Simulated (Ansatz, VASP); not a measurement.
# Two plane-wave programs on WSe2

```xyz
6
Lattice="3.2900 0.0000 0.0000 -1.6450 2.8492 0.0000 0.0000 0.0000 13.3591" Properties=species:S:1:pos:R:3 pbc="T T T"
W     0.0000    1.8995    3.3398
W     1.6450    0.9497   10.0193
Se    0.0000    1.8995    8.2960
Se    1.6450    0.9497    1.6165
Se    0.0000    1.8995   11.7426
Se    1.6450    0.9497    5.0631
```

Change from the starting cell: zz strain of +3 %, PAW files.

Alike in both runs: task electric field gradients; functional PBE; k mesh 11 × 11 × 3; occupations fermi-dirac, width 0.08 eV; no spin polarisation.

```csv
,VASP,Ansatz
version,VASP 6.6.1,Ansatz 0.2.0
potentials or method,"VASP PAW PBE potentials, release 64 (W_sv, Se)","PAW with Ansatz's default frozen-core files, scalar-relativistic"
plane-wave cutoff (eV),520,420
valence electrons in the cell,52,92
```

VASP gave:

```
pressure (GPa)                                                : -0.5
traceless stress, the component that is largest in VASP (GPa) : -2.67
rms of the force components (eV/Å)                            : 0.274
size of Vzz on the site where it differs most (V/Å²)          : 128.2
```

Problem. What did Ansatz give for the same quantities?

Solution. Pressure (GPa): -0.8; traceless stress, the component that is largest in VASP (GPa): -2.75; rms of the force components (eV/Å): 0.293; size of Vzz on the site where it differs most (V/Å²): 140.1.

Atom by atom the forces differ by 0.019 eV/Å (rms over components). With one functional, cell and mesh, what is left measures potentials, basis and numerics. VASP's potentials hold 52 valence electrons a cell and Ansatz's 92, so a difference there can come from the potentials and not from the codes.

Spin-orbit coupling is off throughout.
